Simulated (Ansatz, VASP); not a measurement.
## Rb in VASP and in Ansatz

The input INCAR:

```
ALGO     = Fast           # electronic algorithm
EDIFF    = 1E-6           # SCF threshold, eV
ENCUT    = 520            # plane-wave cutoff, eV
GGA      = PS             # functional
ISIF     = 2              # what is computed and relaxed
ISMEAR   = 0              # smearing method
LASPH    = True           # aspherical terms in the spheres
LCHARG   = False          # write CHGCAR
LREAL    = False          # projectors in reciprocal space
LWAVE    = False          # write WAVECAR
NBANDS   = 10             # bands
NELM     = 100            # most SCF steps
PREC     = Accurate       # precision mode
SIGMA    = 0.15           # smearing width, eV
```

File KPOINTS:

```
k-points
0
Gamma
  12 12 12
```

File POSCAR:

```
Rb
1.0
   -2.8060000000      2.8322361000      2.8322361000
    2.8060000000     -2.7797639000      2.7797639000
    2.8060000000      2.7797639000     -2.7797639000
Rb
1
Direct
    0.0000000000      0.0000000000      0.0000000000
```

Input for Ansatz:

```yaml
crystal:
  lattice:
    - [-2.806, 2.8322361, 2.8322361]
    - [2.806, -2.7797639, 2.7797639]
    - [2.806, 2.7797639, -2.7797639]
  atoms:
    - { symbol: Rb, position: [0.0, 0.0, 0.0] }
basis:
  ecutwfc: 420
kpoints:
  mp_grid: { grid: [12, 12, 12] }
hamiltonian:
  xc: pbesol
scf:
  occupations: { method: gaussian, width: 0.15 }
output:
  forces: true
  stress: true
  eigenvalues: true
```

Change from the starting cell: strain +0.0187 x Voigt [0, 0, 0, 1, 0, 0], atoms carried along.

Alike in both runs: task single point; functional PBEsol; k mesh 12 × 12 × 12; occupations gaussian, width 0.15 eV; no spin polarisation.

```csv
,VASP,Ansatz
version,VASP 6.6.1,Ansatz 0.2.0
potentials or method,"VASP PAW PBE potentials, release 64 (Rb_sv), cutoff 520 eV","scalar-relativistic, plane waves, PAW"
valence electrons in the cell,9,9
```

```tsv
	VASP	Ansatz	Ansatz less VASP
gap on the k mesh at the Fermi level (eV)	none	none	-
pressure (GPa)	-0.1	-0.1	0.00
```

VASP's potentials were made for PBE, not for PBEsol. A gap of «none» marks a metal or a gap that the smearing closes.
